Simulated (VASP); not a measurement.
# CdIn2O4 (Fd-3m) in VASP: settings compared

The runs below take CdIn2O4 through band structure, with r2SCAN, PBE.

Everything below comes from runs of VASP 6.6.1. Logs are shortened: lines on timing, memory, paths and dates and some standing lists are left out, and cuts for length are marked.

## Step 1: The cell of the first run

It takes space group Fd-3m (No. 227, cubic). Conventional cell: a = 9.206 Å, b = 9.206 Å, c = 9.206 Å, α = 90.00°, β = 90.00°, γ = 90.00°. Cd (site symmetry -43m) has 4 O at 2.20 Å within 2.9 Å. Within 2.9 Å of In (site symmetry -3m) lie 6 O at 2.19 Å. O (site symmetry 3m) has 3 In at 2.19 Å and 1 Cd at 2.20 Å and 3 O at 2.92 Å within 3.0 Å.

## Step 2: Band structure, r2SCAN

File INCAR:

```
SYSTEM = CdIn2O4
PREC     = Accurate       ! precision mode
ENCUT    = 520            ! plane-wave cutoff, eV
EDIFF    = 1E-6           ! SCF threshold, eV
ISMEAR   = 0              ! smearing method
SIGMA    = 0.03           ! smearing width, eV
LREAL    = .FALSE.        ! projectors in reciprocal space
LASPH    = .TRUE.         ! aspherical terms in the spheres
NELM     = 80             ! most SCF steps
ALGO     = Normal         ! electronic algorithm
ISIF     = 2              ! what is computed and relaxed
LWAVE    = .FALSE.        ! write WAVECAR
LCHARG   = .FALSE.        ! write CHGCAR
METAGGA  = R2SCAN         ! meta-GGA
LMIXTAU  = .TRUE.       
KPAR     = 4
```

File KPOINTS:

```
regular mesh
0
G
  6 6 6
  0 0 0
```

File POSCAR:

```
CdIn2O4                                 
1.0
    0.0000000000      4.6029269421      4.6029269421
    4.6029269421      0.0000000000      4.6029269421
    4.6029269421      4.6029269421      0.0000000000
  Cd              In              O             
     2     4     8
Direct
     0.0000000000000000    0.0000000000000000    0.0000000000000000
     0.2500000000000000    0.2500000000000000    0.2500000000000000
     0.6250000000000000    0.6250000000000000    0.6250000000000000
     0.1250000000000000    0.6250000000000000    0.6250000000000000
     0.6250000000000000    0.6250000000000000    0.1250000000000000
     0.6250000000000000    0.1250000000000000    0.6250000000000000
     0.8620871070017699    0.8620871070017699    0.8620871070017699
     0.8362613210053027    0.3879128929982301    0.3879128929982301
     0.8620871070017699    0.8620871070017699    0.4137386789946973
     0.3879128929982301    0.8362613210053027    0.3879128929982301
     0.4137386789946973    0.8620871070017699    0.8620871070017699
     0.3879128929982301    0.3879128929982301    0.3879128929982301
     0.8620871070017699    0.4137386789946973    0.8620871070017699
     0.3879128929982301    0.3879128929982301    0.8362613210053027
```

File KPOINTS_OPT:

```
explicit points
202
Reciprocal
 0.0000000000  0.0000000000  0.0000000000 1
 0.0555555556  0.0000000000  0.0555555556 1
 0.1111111111  0.0000000000  0.1111111111 1
 0.1666666667  0.0000000000  0.1666666667 1
 0.2222222222  0.0000000000  0.2222222222 1
 0.2777777778  0.0000000000  0.2777777778 1
[... 194 lines left out ...]
 0.4819481000  0.0180519000  0.5000000000 1
 0.5180519000 -0.0180519000  0.5000000000 1
```

Potentials or basis: VASP PAW PBE potentials, release 64 (Cd, In_d, O).

The run is started by

```sh
$ cat potpaw_PBE.64/Cd/POTCAR potpaw_PBE.64/In_d/POTCAR potpaw_PBE.64/O/POTCAR > POTCAR
$ mpirun -np 4 vasp_std > vasp.out
```

OUTCAR:

```text
SYSTEM = CdIn2O4
   PREC = Accurate
   ENCUT = 520
   EDIFF = 1E-6
   ISMEAR = 0
   LREAL = .FALSE.
   LASPH = .TRUE.
   NELM = 80
   ISIF = 2
   METAGGA = R2SCAN

 ion  position               nearest neighbor table
   1  0.000  0.000  0.000-   7 2.20   9 2.20  11 2.20  13 2.20   4 3.82   5 3.82   3 3.82   4 3.82
                             6 3.82   4 3.82   5 3.82   6 3.82   3 3.82   5 3.82   6 3.82   3 3.82
   2  0.250  0.250  0.250-  12 2.20  10 2.20   8 2.20  14 2.20   5 3.82   6 3.82   4 3.82   3 3.82
                             4 3.82   6 3.82   3 3.82   4 3.82   5 3.82   3 3.82   5 3.82   6 3.82
   3  0.625  0.625  0.625-   8 2.19   9 2.19  10 2.19  11 2.19  13 2.19  14 2.19   4 3.25   5 3.25
                             6 3.25   5 3.25   6 3.25   4 3.25   1 3.82   2 3.82   1 3.82   2 3.82
   4  0.125  0.625  0.625-   9 2.19  10 2.19  13 2.19  14 2.19   7 2.19  12 2.19   3 3.25   5 3.25
                             6 3.25   3 3.25   5 3.25   6 3.25   2 3.82   1 3.82   2 3.82   2 3.82
   5  0.625  0.625  0.125-   8 2.19  10 2.19  11 2.19  13 2.19  12 2.19   7 2.19   3 3.25   3 3.25
                             4 3.25   6 3.25   6 3.25   4 3.25   2 3.82   2 3.82   1 3.82   1 3.82
   6  0.625  0.125  0.625-   8 2.19   9 2.19  11 2.19  14 2.19  12 2.19   7 2.19   3 3.25   5 3.25
                             3 3.25   4 3.25   5 3.25   4 3.25   2 3.82   2 3.82   2 3.82   1 3.82
   7  0.862  0.862  0.862-   4 2.19   6 2.19   5 2.19   1 2.20
   8  0.836  0.388  0.388-   5 2.19   6 2.19   3 2.19   2 2.20
   9  0.862  0.862  0.414-   4 2.19   6 2.19   3 2.19   1 2.20
  10  0.388  0.836  0.388-   4 2.19   5 2.19   3 2.19   2 2.20
  11  0.414  0.862  0.862-   5 2.19   6 2.19   3 2.19   1 2.20
  12  0.388  0.388  0.388-   4 2.19   6 2.19   5 2.19   2 2.20
  13  0.862  0.414  0.862-   4 2.19   5 2.19   3 2.19   1 2.20
  14  0.388  0.388  0.836-   4 2.19   6 2.19   3 2.19   2 2.20

  LATTYP: Found a face centered cubic cell.
 ALAT       =     9.2058538842

  Lattice vectors:

 A1 = (   0.0000000000,   4.6029269421,   4.6029269421)
 A2 = (   4.6029269421,   0.0000000000,   4.6029269421)
 A3 = (   4.6029269421,   4.6029269421,   0.0000000000)

Analysis of symmetry for initial positions (statically):
=====================================================================
 Subroutine PRICEL returns:
 Original cell was already a primitive cell.

 Routine SETGRP: Setting up the symmetry group for a
 face centered cubic supercell.

 Subroutine GETGRP returns: Found 48 space group operations
 (whereof 24 operations were pure point group operations)
 out of a pool of 48 trial point group operations.

The static configuration has the point symmetry T_d .
 The point group associated with its full space group is O_h .

Analysis of symmetry for dynamics (positions and initial velocities):
=====================================================================
[... 148 lines left out ...]
  Fermi-wavevector in a.u.,A,eV,Ry     =   1.407682  2.660134 26.960889  1.981569
  Thomas-Fermi vector in A             =   2.529917
   LORBIT       =      0    0 simple, 1 ext, 2 COOP (PROOUT), +10 PAW based schemes
   METAGGA = R2SCAN    functional components
   LHFCALC =     F    Hartree Fock is set to
   AEXX    =    0.0000 exact exchange contribution
   IVDW    =     0    specifies the selected vdW correction
   LEPSILON=     F    determine dielectric tensor
   LRPA    =     F    only Hartree local field effects (RPA)
 non-spin polarized calculation
 Gauss-broadening in eV      SIGMA  =   0.03
  energy-cutoff  :      520.00
  volume of cell :      195.04
 maximum number of plane-waves:      5266
   NGX = 25   NGY = 25   NGZ = 25

 number of electron     124.0000030 magnetization

 Free energy of the ion-electron system (eV)
  ---------------------------------------------------
  ext. energy  EPLUGINS =         0.00000000
  ---------------------------------------------------
  free energy    TOTEN  =      -202.01996395 eV

  energy without entropy =     -202.01996395  energy(sigma->0) =     -202.01996395

 E-fermi :   3.2995     XC(G=0): -11.4116

 val. band max:        3.1288575020   @ k =   0.5000   0.0000   0.0000
 cond. band min:       4.6872783073   @ k =   0.0000   0.0000   0.0000
 fundamental gap:      1.5584208053
 Fermi energy:         3.2995376893

 k-point     1 :       0.0000    0.0000    0.0000
  band No.  band energies     occupation
      1     -15.1717      2.00000
      2     -14.5887      2.00000
      3     -14.5887      2.00000
      4     -14.5887      2.00000
      5     -14.3353      2.00000
      6     -14.1082      2.00000
[... 1221 lines left out ...]
     73      13.4076      0.00000
     74      13.4076      0.00000

------------------------ aborting loop because EDIFF is reached ----------------------------------------

  FORCE on cell =-STRESS in cart. coord.  units (eV):
  Direction    XX          YY          ZZ          XY          YZ          ZX
  --------------------------------------------------------------------------------------
  -------------------------------------------------------------------------------------
  Total        0.9546829      0.9546829      0.9546829      0.0000000      0.0000000      0.0000000
  in kB        7.8421922      7.8421922      7.8421922      0.0000000      0.0000000      0.0000000
  external PRESSURE =       7.8421922 kB  Pullay stress =       0.0000000 kB

 VOLUME and BASIS-vectors are now :
 -----------------------------------------------------------------------------
  energy-cutoff  :      520.00
  volume of cell :      195.04
      direct lattice vectors                 reciprocal lattice vectors
     0.000000000  4.602926942  4.602926942    -0.108626534  0.108626534  0.108626534
     4.602926942  0.000000000  4.602926942     0.108626534 -0.108626534  0.108626534
     4.602926942  4.602926942  0.000000000     0.108626534  0.108626534 -0.108626534

 POSITION                                       TOTAL-FORCE (eV/Angst)
 -----------------------------------------------------------------------------------
      0.00000      0.00000      0.00000         0.000000      0.000000     -0.000000
      2.30146      2.30146      2.30146         0.000000      0.000000     -0.000000
      5.75366      5.75366      5.75366         0.000000      0.000000     -0.000000
      5.75366      3.45220      3.45220         0.000000      0.000000     -0.000000
      3.45220      3.45220      5.75366         0.000000      0.000000     -0.000000
      3.45220      5.75366      3.45220         0.000000      0.000000     -0.000000
      7.93625      7.93625      7.93625        -0.050726     -0.050726     -0.050726
      3.57107      5.63478      5.63478         0.050726     -0.050726     -0.050726
      5.87253      5.87253      7.93625         0.050726      0.050726     -0.050726
      5.63478      3.57107      5.63478        -0.050726      0.050726     -0.050726
      7.93625      5.87253      5.87253        -0.050726      0.050726      0.050726
      3.57107      3.57107      3.57107         0.050726      0.050726      0.050726
      5.87253      7.93625      5.87253         0.050726     -0.050726      0.050726
      5.63478      5.63478      3.57107        -0.050726     -0.050726      0.050726
 -----------------------------------------------------------------------------------
    total drift:                                0.000000      0.000000      0.000000

  FREE ENERGIE OF THE ION-ELECTRON SYSTEM (eV)
  ---------------------------------------------------
  free  energy   TOTEN  =      -202.0199639507 eV

  energy  without entropy=     -202.0199639507  energy(sigma->0) =     -202.01996395
```

OSZICAR:

```text
N       E                     dE             d eps       ncg     rms          rms(c)
DAV:   1     0.174274725334E+04    0.17427E+04   -0.59418E+04  2426   0.227E+03
DAV:   2     0.152942702137E+03   -0.15898E+04   -0.15261E+04  2472   0.670E+02
DAV:   3    -0.213097670072E+03   -0.36604E+03   -0.35226E+03  2564   0.285E+02
DAV:   4    -0.247806832818E+03   -0.34709E+02   -0.34323E+02  3200   0.940E+01
DAV:   5    -0.248602312453E+03   -0.79548E+00   -0.79241E+00  3024   0.156E+01    0.293E+01
DAV:   6    -0.209530438886E+03    0.39072E+02   -0.45259E+01  3960   0.783E+01    0.228E+01
DAV:   7    -0.199499496514E+03    0.10031E+02   -0.96387E+00  2596   0.161E+01    0.796E+00
DAV:   8    -0.204210494750E+03   -0.47110E+01   -0.30199E+00  2868   0.109E+01    0.580E+00
DAV:   9    -0.201295799867E+03    0.29147E+01   -0.14771E+00  2556   0.716E+00    0.159E+00
DAV:  10    -0.201880797825E+03   -0.58500E+00   -0.42378E-01  2568   0.365E+00    0.688E-01
[... 131 further cycles ...]
DAV:   1     0.301844516905E+05   -0.13895E+05     1536
DAV:   2     0.147361148190E+05   -0.15448E+05     1528
DAV:   3     0.112643574019E+05   -0.34718E+04     1592
DAV:   4     0.109589391296E+05   -0.30542E+03     1920
DAV:   5     0.109504886527E+05   -0.84505E+01     1784
DAV:   6     0.109499872524E+05   -0.50140E+00     2304
DAV:   7     0.109499763854E+05   -0.10867E-01     2176
DAV:   8     0.109499760224E+05   -0.36302E-03     2336
DAV:   9     0.109499760136E+05   -0.87408E-05     1768
DAV:  10     0.109499760133E+05   -0.34629E-06     1112
```

stdout:

```text
POSCAR found type information on POSCAR CdInO
 POSCAR found :  3 types and      14 ions
 scaLAPACK will be used
 -----------------------------------------------------------------------------
|                                                                             |
|                                                                             |
|     You enforced a specific xc type in the INCAR file but a different       |
|     I HOPE YOU KNOW WHAT YOU ARE DOING!                                     |
|                                                                             |
 -----------------------------------------------------------------------------

 LDA part: xc-table for (None), standard interpolation
 POSCAR, INCAR and KPOINTS ok, starting setup
 FFT: planning ... GRIDC
 FFT: planning ... GRID_SOFT
 FFT: planning ... GRID
 WAVECAR not read
 entering main loop
 Start KPOINTS_OPT (optional k-point list driver)
k-point batch [1-16\202]
k-point batch [17-32\202]
k-point batch [33-48\202]
k-point batch [49-64\202]
k-point batch [65-80\202]
k-point batch [81-96\202]
k-point batch [97-112\202]
k-point batch [113-128\202]
k-point batch [129-144\202]
k-point batch [145-160\202]
k-point batch [161-176\202]
k-point batch [177-192\202]
k-point batch [193-202\202]
```

It took 16 min on 4 MPI ranks of Intel Xeon 6975P-C (Granite Rapids), shared host; peak memory 0.58 GiB.

What came out:

```yaml
Free_energy: -202.0200 eV
Pressure: 0.8 GPa
Largest_force: 0.088 eV/Å
Band_gap_on_the_k_mesh: 1.56 eV (least direct gap 1.63 eV)
Band_gap_along_the_path: 1.56 eV (least direct gap 1.63 eV)
```

Forces in eV/Å, atoms in the order of the input:
```
Cd   0.000  0.000  0.000
Cd   0.000  0.000  0.000
In   0.000  0.000  0.000
In   0.000  0.000  0.000
In   0.000  0.000  0.000
In   0.000  0.000  0.000
O   -0.051 -0.051 -0.051
O    0.051 -0.051 -0.051
O    0.051  0.051 -0.051
O   -0.051  0.051 -0.051
O   -0.051  0.051  0.051
O    0.051  0.051  0.051
O    0.051 -0.051  0.051
O   -0.051 -0.051  0.051
```

Levels at the corners of the path, in eV from the valence-band top:
| point | band 58 | band 59 | band 60 | band 61 | band 62 | band 63 | band 64 | band 65 | band 66 | band 67 |
| --- | --- | --- | --- | --- | --- | --- | --- | --- | --- | --- |
| Γ | -0.11 | -0.11 | -0.11 | -0.07 | -0.07 | 1.56 | 5.78 | 6.34 | 6.34 | 6.34 |
| X | -0.71 | -0.19 | -0.19 | -0.09 | -0.09 | 5.07 | 5.07 | 6.67 | 6.67 | 7.26 |
| X | -0.71 | -0.19 | -0.19 | -0.09 | -0.09 | 5.07 | 5.07 | 6.67 | 6.67 | 7.26 |
| W | -0.68 | -0.54 | -0.54 | -0.13 | -0.13 | 5.47 | 5.47 | 5.72 | 5.72 | 7.81 |
| W | -0.68 | -0.54 | -0.54 | -0.13 | -0.13 | 5.47 | 5.47 | 5.72 | 5.72 | 7.81 |
| K | -0.59 | -0.48 | -0.36 | -0.21 | -0.01 | 5.27 | 5.29 | 5.43 | 6.74 | 7.26 |
| K | -0.59 | -0.48 | -0.36 | -0.21 | -0.01 | 5.27 | 5.29 | 5.43 | 6.74 | 7.26 |
| Γ | -0.11 | -0.11 | -0.11 | -0.07 | -0.07 | 1.56 | 5.78 | 6.34 | 6.34 | 6.34 |
| Γ | -0.11 | -0.11 | -0.11 | -0.07 | -0.07 | 1.56 | 5.78 | 6.34 | 6.34 | 6.34 |
| L | -0.35 | -0.29 | -0.29 | 0.00 | 0.00 | 4.28 | 4.43 | 6.59 | 7.29 | 7.32 |
| L | -0.35 | -0.29 | -0.29 | 0.00 | 0.00 | 4.28 | 4.43 | 6.59 | 7.29 | 7.32 |
| U | -0.59 | -0.48 | -0.36 | -0.21 | -0.01 | 5.27 | 5.29 | 5.43 | 6.74 | 7.26 |
| U | -0.59 | -0.48 | -0.36 | -0.21 | -0.01 | 5.27 | 5.29 | 5.43 | 6.74 | 7.26 |
| W | -0.68 | -0.54 | -0.54 | -0.13 | -0.13 | 5.47 | 5.47 | 5.72 | 5.72 | 7.81 |
| W | -0.68 | -0.54 | -0.54 | -0.13 | -0.13 | 5.47 | 5.47 | 5.72 | 5.72 | 7.81 |
| L | -0.35 | -0.29 | -0.29 | 0.00 | 0.00 | 4.28 | 4.43 | 6.59 | 7.29 | 7.32 |
| L | -0.35 | -0.29 | -0.29 | 0.00 | 0.00 | 4.28 | 4.43 | 6.59 | 7.29 | 7.32 |
| K | -0.59 | -0.48 | -0.36 | -0.21 | -0.01 | 5.27 | 5.29 | 5.43 | 6.74 | 7.26 |
| U | -0.59 | -0.48 | -0.36 | -0.21 | -0.01 | 5.27 | 5.29 | 5.43 | 6.74 | 7.26 |
| X | -0.71 | -0.19 | -0.19 | -0.09 | -0.09 | 5.07 | 5.07 | 6.67 | 6.67 | 7.26 |

Caveat: the PAW data sets were made with another functional, which shifts forces and pressure a little; spin-orbit coupling is left out, which moves the levels of the heavy elements. r2SCAN opens gaps a little over a GGA but as a rule still falls short of measured ones.

## Step 3: Band structure, PBE, spin-orbit coupling, no magnetisation

INCAR, as its differences from that of step 2:

```diff
@@ -13,4 +13,7 @@
 LCHARG   = .FALSE.        ! write CHGCAR
-METAGGA  = R2SCAN         ! meta-GGA
-LMIXTAU  = .TRUE.       
+MAGMOM   = 0 0 0 0 0 0 0 0 0 0 0 0 0 0 0 0 0 0 0 0 0 0 0 0 0 0 0 0 0 0 0 0 0 0 0 0 0 0 0 0 0 0 ! initial moments
+LORBIT   = 11             ! projections on sites
+LSORBIT  = .TRUE.         ! spin-orbit coupling
+GGA_COMPAT= .FALSE.      
+GGA      = PE             ! functional
 KPAR     = 4
```

File KPOINTS:

```
regular mesh
0
G
  4 4 4
  0 0 0
```

POSCAR is that of step 2.

KPOINTS_OPT is that of step 2.

Potentials or basis: VASP PAW PBE potentials, release 64 (Cd, In_d, O).

The run is started by

```sh
$ cat potpaw_PBE.64/Cd/POTCAR potpaw_PBE.64/In_d/POTCAR potpaw_PBE.64/O/POTCAR > POTCAR
$ mpirun -np 4 vasp_ncl > vasp.out
```

Run time: 34 min. Hardware: 4 MPI ranks of Intel Xeon 6975P-C (Granite Rapids), shared host; peak memory 1.2 GiB.

The run converged. Its results:

- Free energy: -71.7132 eV
- Pressure: 5.7 GPa
- Largest force: 0.081 eV/Å
- Valence electrons inside the program's atomic spheres: Cd 10.26; In 11.38; O 4.99

Forces on the atoms (eV/Å):
```
Cd   0.000  0.000  0.000
Cd   0.000  0.000  0.000
In   0.000  0.000  0.000
In   0.000  0.000  0.000
In   0.000  0.000  0.000
In   0.000  0.000  0.000
O    0.047  0.047  0.047
O   -0.047  0.047  0.047
O   -0.047 -0.047  0.047
O    0.047 -0.047  0.047
O    0.047 -0.047 -0.047
O   -0.047 -0.047 -0.047
O   -0.047  0.047 -0.047
O    0.047  0.047 -0.047
```

Caveat: the cell stands under pressure.
